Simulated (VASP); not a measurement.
A run of VASP 6.6.1 is set up as follows.

The input INCAR:

```
PREC = Accurate ; ENCUT = 520
EDIFF = 1E-6 ; ISMEAR = -1
SIGMA = 0.02 ; LREAL = False
LASPH = True ; NELM = 60
ALGO = Normal ; ISIF = 2
LWAVE = False ; LCHARG = False
GGA = PE ; NBANDS = 22
```

The input KPOINTS:

```
Automatic mesh
0
Gamma
  6 6 6
```

File POSCAR:

```
NaCl
1.0
    4.7210755450      0.0000000000      0.0000000000
   -2.3605377725      4.0885713552      0.0000000000
    0.0000000000      0.0000000000      5.5694830654
Na Cl
2 2
Direct
    0.3333333333      0.6666666667     -0.0624973440
    0.6666666667      0.3333333333      0.4375026560
    0.3333333333      0.6666666667      0.4374973440
    0.6666666667      0.3333333333      0.9374973440
```

Potentials or basis: VASP PAW PBE potentials, release 64 (Na_pv, Cl).

Launch:

```bash
$ cat potpaw_PBE.64/Na_pv/POTCAR potpaw_PBE.64/Cl/POTCAR > POTCAR
$ mpirun -np 1 vasp_std > vasp.out
```

(1) Estimate the pressure.

(2) Estimate the band gap on the k mesh.

Answers

(1) 0.8 GPa.

(2) 4.84 eV, direct.
